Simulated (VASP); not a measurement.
Here is a VASP 6.6.1 calculation.

The input INCAR:

```
PREC = Accurate
ENCUT = 520
EDIFF = 1E-7
ISMEAR = 0
SIGMA = 0.1
LREAL = False
LASPH = True
NELM = 80
ALGO = Fast
ISIF = 2
LWAVE = False
LCHARG = False
GGA = PE
NBANDS = 31
```

KPOINTS

```
Automatic mesh
0
Gamma
  10 10 10
```

The input POSCAR:

```
Sc3B2N
1.0
   -2.6348305187      2.6348305187      3.6269807455
    2.6348305187     -2.6348305187      3.6269807455
    2.6348305187      2.6348305187     -3.6269807455
Sc B N
3 2 1
Direct
    0.5000000000      0.0000000000      0.5000000000
    0.0000000000      0.5000000000      0.5000000000
    0.5000000000      0.5000000000      0.0000000000
    0.8113452285      0.8113452285      0.0000000000
    0.1886547715      0.1886547715      0.0000000000
    0.0000000000      0.0000000000      0.0000000000
```

Potentials or basis: VASP PAW PBE potentials, release 64 (Sc_sv, B, N).

Command:

```sh
$ cat potpaw_PBE.64/Sc_sv/POTCAR potpaw_PBE.64/B/POTCAR potpaw_PBE.64/N/POTCAR > POTCAR
$ mpirun -np 1 vasp_std > vasp.out
```

**Question.** Predict the band gap on the k mesh.

**Answer.** Zero (bands 22 and 23 overlap by 1.24 eV).

**Question.** Estimate the largest force.

**Answer.** 0.005 eV/Å.

Forces on the atoms (eV/Å):
```
Sc   0.000  0.000  0.000
Sc   0.000  0.000  0.000
Sc   0.000  0.000  0.000
B    0.000  0.000  0.005
B    0.000  0.000 -0.005
N    0.000  0.000  0.000
```
